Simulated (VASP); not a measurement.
# Cu (I4/mmm) in VASP: single point with r2SCAN

Aim: the single point of Cu with r2SCAN.

Everything below comes from runs of VASP 6.6.1. Logs are shortened: lines on timing, memory, paths and dates and some standing lists are left out, and cuts for length are marked.

## Step 1: The cell of the first run

Symmetry: I4/mmm, No. 139, tetragonal system. Conventional cell: a = 2.897 Å, b = 2.897 Å, c = 2.735 Å, α = 90.00°, β = 90.00°, γ = 90.00°. Cu (site symmetry 4/mmm) has 14 Cu at 2.46 to 2.90 Å within 3.3 Å.

## Step 2: Single point, r2SCAN

POSCAR reads:

```
Cu
1.0
   -1.4487495703      1.4487495703      1.3674549926
    1.4487495703     -1.4487495703      1.3674549926
    1.4487495703      1.4487495703     -1.3674549926
Cu
1
Direct
    0.0000000000      0.0000000000      0.0000000000
```

INCAR.step1 reads:

```
ALGO = Normal
EDIFF = 1E-4
ENCUT = 520
GGA = PE
ISMEAR = 0
LASPH = T
LCHARG = F
LREAL = F
LWAVE = T
NBANDS = 12
NELM = 80
PREC = Accurate
SIGMA = 0.1
```

INCAR.step2 reads:

```
ALGO = Normal
EDIFF = 1E-6
ENCUT = 520
ISIF = 2
ISMEAR = 0
ISTART = 1
LASPH = T
LCHARG = F
LMIXTAU = T
LREAL = F
LWAVE = F
METAGGA = R2SCAN
NBANDS = 12
NELM = 80
PREC = Accurate
SIGMA = 0.1
```

KPOINTS reads:

```
k-points
0
Gamma
  20 20 20
```

Potentials or basis: VASP PAW PBE potentials, release 64 (Cu).

The run is started by

```
> cat potpaw_PBE.64/Cu/POTCAR > POTCAR
> cp INCAR.step1 INCAR
> mpirun -np 1 vasp_std > vasp.out
> cp INCAR.step2 INCAR
> mpirun -np 1 vasp_std > vasp.out
```

OUTCAR:

```text
EDIFF = 1E-6
   ENCUT = 520
   ISIF = 2
   ISMEAR = 0
   ISTART = 1
   LASPH = T
   LREAL = F
   METAGGA = R2SCAN
   NELM = 80
   PREC = Accurate

 ion  position               nearest neighbor table
   1  0.000  0.000  0.000-

  LATTYP: Found a body centered tetragonal cell.
 ALAT       =     2.8974991406
 C/A-ratio  =     0.9438863836

  Lattice vectors:

 A1 = (  -1.4487495703,   1.4487495703,   1.3674549926)
 A2 = (   1.4487495703,  -1.4487495703,   1.3674549926)
 A3 = (   1.4487495703,   1.4487495703,  -1.3674549926)

Analysis of symmetry for initial positions (statically):
=====================================================================
 Subroutine PRICEL returns:
 Original cell was already a primitive cell.

 Routine SETGRP: Setting up the symmetry group for a
 body centered tetragonal supercell.

 Subroutine GETGRP returns: Found 16 space group operations
 (whereof 16 operations were pure point group operations)
 out of a pool of 16 trial point group operations.

The static configuration has the point symmetry D_4h.

Analysis of symmetry for dynamics (positions and initial velocities):
=====================================================================
 Subroutine PRICEL returns:
 Original cell was already a primitive cell.

 Routine SETGRP: Setting up the symmetry group for a
 body centered tetragonal supercell.

 Subroutine GETGRP returns: Found 16 space group operations
 (whereof 16 operations were pure point group operations)
 out of a pool of 16 trial point group operations.

The dynamic configuration has the point symmetry D_4h.

 Subroutine INISYM returns: Found 16 space group operations
 (whereof 16 operations are pure point group operations),
 and found     1 'primitive' translations

----------------------------------------------------------------------------------------

                                     Primitive cell

  volume of cell :      11.4805

  direct lattice vectors                    reciprocal lattice vectors
    -1.448749570  1.448749570  1.367454993     0.000000000  0.345125210  0.365642747
     1.448749570 -1.448749570  1.367454993     0.345125210  0.000000000  0.365642747
     1.448749570  1.448749570 -1.367454993     0.345125210  0.345125210  0.000000000

  length of vectors
     2.463266894  2.463266894  2.463266894     0.502798199  0.502798199  0.488080753

  position of ions in fractional coordinates (direct lattice)
     0.000000000  0.000000000  0.000000000

  ion indices of the primitive-cell ions
   primitive index   ion index
                 1           1

----------------------------------------------------------------------------------------

 KPOINTS: k-points

Automatic generation of k-mesh.
 Grid dimensions read from file:
 generate k-points for:   20   20   20

 Generating k-lattice:

  Cartesian coordinates                     Fractional coordinates (reciprocal lattice)
     0.000000000  0.017256261  0.018282137     0.050000000  0.000000000 -0.000000000
     0.017256261  0.000000000  0.018282137     0.000000000  0.050000000 -0.000000000
     0.017256261  0.017256261  0.000000000     0.000000000  0.000000000  0.050000000

  Length of vectors
     0.025139910  0.025139910  0.024404038

  Shift w.r.t. Gamma in fractional coordinates (k-lattice)
     0.000000000  0.000000000  0.000000000

 Subroutine IBZKPT returns following result:
 ===========================================

 Found    641 irreducible k-points:

 Following reciprocal coordinates:
            Coordinates               Weight
  0.000000  0.000000  0.000000      1.000000
  0.050000  0.000000  0.000000      8.000000
  0.100000 -0.000000  0.000000      8.000000
  0.150000  0.000000 -0.000000      8.000000
  0.200000 -0.000000  0.000000      8.000000
  0.250000  0.000000  0.000000      8.000000
[... 16 lines left out ...]
 -0.400000  0.050000  0.000000     16.000000
 -0.350000  0.050000  0.000000     16.000000
 [... further k-points ...]
   k-points           NKPTS =    641   k-points in BZ     NKDIM =    641   number of bands    NBANDS=     12
   number of dos      NEDOS =    301   number of ions     NIONS =      1
   total plane-waves  NPLWV =   5832
   dimension x,y,z NGX =    18 NGY =   18 NGZ =   18
   dimension x,y,z NGXF=    36 NGYF=   36 NGZF=   36
   ions per type =               1
   NGX,Y,Z   is equivalent  to a cutoff of  12.15, 12.15, 12.15 a.u.
   NGXF,Y,Z  is equivalent  to a cutoff of  24.30, 24.30, 24.30 a.u.
 SYSTEM =  unknown system
   PREC   = accura    normal or accurate (medium, high low for compatibility)
   ISTART =      1    job   : 0-new  1-cont  2-samecut
   ICHARG =      0    charge: 1-file 2-atom 10-const
   ISPIN  =      1    spin polarized calculation?
   LNONCOLLINEAR =      F non collinear calculations
   LSORBIT =      F    spin-orbit coupling
   LASPH  =      T    aspherical Exc in radial PAW
   ENCUT  =  520.0 eV  38.22 Ry    6.18 a.u.   4.58  4.58  4.58*2*pi/ulx,y,z
   NELM   =     80;   NELMIN=  2; NELMDL=  0     # of ELM steps
   EDIFF  = 0.1E-05   stopping-criterion for ELM
   LREAL  =      F    real-space projection
   EDIFFG = 0.1E-04   stopping-criterion for IOM
   NSW    =      0    number of steps for IOM
   IBRION =     -1    ionic relax: 0-MD 1-quasi-New 2-CG
   NFREE  =      0    steps in history (QN), initial steepest desc. (CG)
   ISIF   =      2    stress and relaxation
   ISYM   =      2    0-nonsym 1-usesym 2-fastsym
   POTIM  = 0.5000    time-step for ionic-motion
   TEBEG  =    0.0;   TEEND  =   0.0 temperature during run
   PSTRESS=    0.0 pullay stress
   NELECT =      11.0000    total number of electrons
   NUPDOWN=      -1.0000    fix difference up-down
   EMIN   =  10.00;   EMAX   =-10.00  energy-range for DOS
   EFERMI =   0.00;   METHOD = LEGACY
   ISMEAR =     0;   SIGMA  =   0.10  broadening in eV -4-tet -1-fermi 0-gaus
   EFERMI_NEDOS =   21; number of points for ismear=-14 and -15
   IALGO  =     38    algorithm
   IMIX   =      4    mixing-type and parameters
     AMIX     =   0.40;   BMIX     =  1.00
     AMIX_MAG =   1.60;   BMIX_MAG =  1.00
  volume/ion in A,a.u.               =      11.48        77.47
  Fermi-wavevector in a.u.,A,eV,Ry     =   1.613934  3.049893 35.440234  2.604784
  Thomas-Fermi vector in A             =   2.708924
   LORBIT       =      0    0 simple, 1 ext, 2 COOP (PROOUT), +10 PAW based schemes
   METAGGA = R2SCAN    functional components
   LHFCALC =     F    Hartree Fock is set to
   AEXX    =    0.0000 exact exchange contribution
   IVDW    =     0    specifies the selected vdW correction
   LEPSILON=     F    determine dielectric tensor
   LRPA    =     F    only Hartree local field effects (RPA)
 non-spin polarized calculation
 Gauss-broadening in eV      SIGMA  =   0.10
  energy-cutoff  :      520.00
  volume of cell :       11.48
 maximum number of plane-waves:       326
   NGX =  9   NGY =  9   NGZ =  9

 number of electron      11.0000003 magnetization

 Free energy of the ion-electron system (eV)
  ---------------------------------------------------
  ext. energy  EPLUGINS =         0.00000000
  ---------------------------------------------------
  free energy    TOTEN  =       -10.78970236 eV

  energy without entropy =      -10.78741366  energy(sigma->0) =      -10.78855801

 E-fermi :   7.7455     XC(G=0): -13.9403

 val. band max:        7.7428663353   @ k =   0.3000   0.1000   0.1000
 cond. band min:       7.7498144276   @ k =   0.2000   0.1500   0.1500
 fundamental gap:      0.0069480923
 Fermi energy:         7.7454698504

 k-point     1 :       0.0000    0.0000    0.0000
  band No.  band energies     occupation
      1      -2.1401      2.00000
      2       4.2922      2.00000
      3       4.5303      2.00000
      4       4.5306      2.00000
      5       5.3516      2.00000
      6       5.6010      2.00000
      7      33.4390      0.00000
      8      33.4390      0.00000
      9      35.0893      0.00000
     10      37.7485      0.00000
     11      38.0145      0.00000
     12      38.0158      0.00000

 k-point     2 :       0.0500    0.0000    0.0000
  band No.  band energies     occupation
      1      -2.0355      2.00000
      2       4.3011      2.00000
      3       4.5273      2.00000
      4       4.5401      2.00000
      5       5.3528      2.00000
      6       5.5853      2.00000
      7      32.8542      0.00000
      8      33.1474      0.00000
      9      34.2078      0.00000
     10      36.4974      0.00000
     11      36.8784      0.00000
     12      37.3245      0.00000

 k-point     3 :       0.1000   -0.0000    0.0000
  band No.  band energies     occupation
      1      -1.7248      2.00000
      2       4.2894      2.00000
      3       4.5137      2.00000
      4       4.6073      2.00000
      5       5.3567      2.00000
      6       5.5475      2.00000
      7      30.9081      0.00000
      8      32.4757      0.00000
      9      32.6420      0.00000
     10      34.7996      0.00000
     11      35.8735      0.00000
     12      37.1065      0.00000
[... 286 lines left out ...]
 k-point    23 :      -0.4000    0.0500    0.0000
  band No.  band energies     occupation
      1       2.1023      2.00000
      2       3.7120      2.00000
      3       5.0181      2.00000
      4       5.4668      2.00000
      5       5.6741      2.00000
      6       6.1717      2.00000
      7      16.4195      0.00000
      8      25.3876      0.00000
      9      26.8651      0.00000
     10      30.8284      0.00000
     11      34.0260      0.00000
     12      43.2368      0.00000

 k-point    24 :      -0.3500    0.0500    0.0000
  band No.  band energies     occupation
      1       1.5458      2.00000
      2       3.8122      2.00000
      3       4.5506      2.00000
      4       5.4414      2.00000
      5       5.5714      2.00000
      6       5.8233      2.00000
      7      18.7879      0.00000
      8      25.9988      0.00000
      9      27.7153      0.00000
     10      31.1692      0.00000
     11      34.3139      0.00000
     12      41.6112      0.00000

 [... further k-points ...]

------------------------ aborting loop because EDIFF is reached ----------------------------------------

  FORCE on cell =-STRESS in cart. coord.  units (eV):
  Direction    XX          YY          ZZ          XY          YZ          ZX
  --------------------------------------------------------------------------------------
  -------------------------------------------------------------------------------------
  Total        0.0491557      0.0491557      0.0454340      0.0000000     -0.0000000      0.0000000
  in kB        6.8600156      6.8600156      6.3406178      0.0000000     -0.0000000      0.0000000
  external PRESSURE =       6.6868830 kB  Pullay stress =       0.0000000 kB

 VOLUME and BASIS-vectors are now :
 -----------------------------------------------------------------------------
  energy-cutoff  :      520.00
  volume of cell :       11.48
      direct lattice vectors                 reciprocal lattice vectors
    -1.448749570  1.448749570  1.367454993     0.000000000  0.345125210  0.365642747
     1.448749570 -1.448749570  1.367454993     0.345125210  0.000000000  0.365642747
     1.448749570  1.448749570 -1.367454993     0.345125210  0.345125210  0.000000000

 POSITION                                       TOTAL-FORCE (eV/Angst)
 -----------------------------------------------------------------------------------
      0.00000      0.00000      0.00000         0.000000      0.000000     -0.000000
 -----------------------------------------------------------------------------------
    total drift:                                0.000000      0.000000      0.000000

  FREE ENERGIE OF THE ION-ELECTRON SYSTEM (eV)
  ---------------------------------------------------
  free  energy   TOTEN  =       -10.7897023621 eV

  energy  without entropy=      -10.7874136620  energy(sigma->0) =      -10.78855801
```

It took 1.8 min on 1 thread of Intel Xeon 6975P-C (Granite Rapids), shared host; peak memory 0.19 GiB.

What came out:

| Property | Result |
| --- | --- |
| Free energy | -10.7897 eV |
| Pressure | 0.7 GPa |

Caveat: the PAW data sets were made with another functional, which shifts forces and pressure a little.
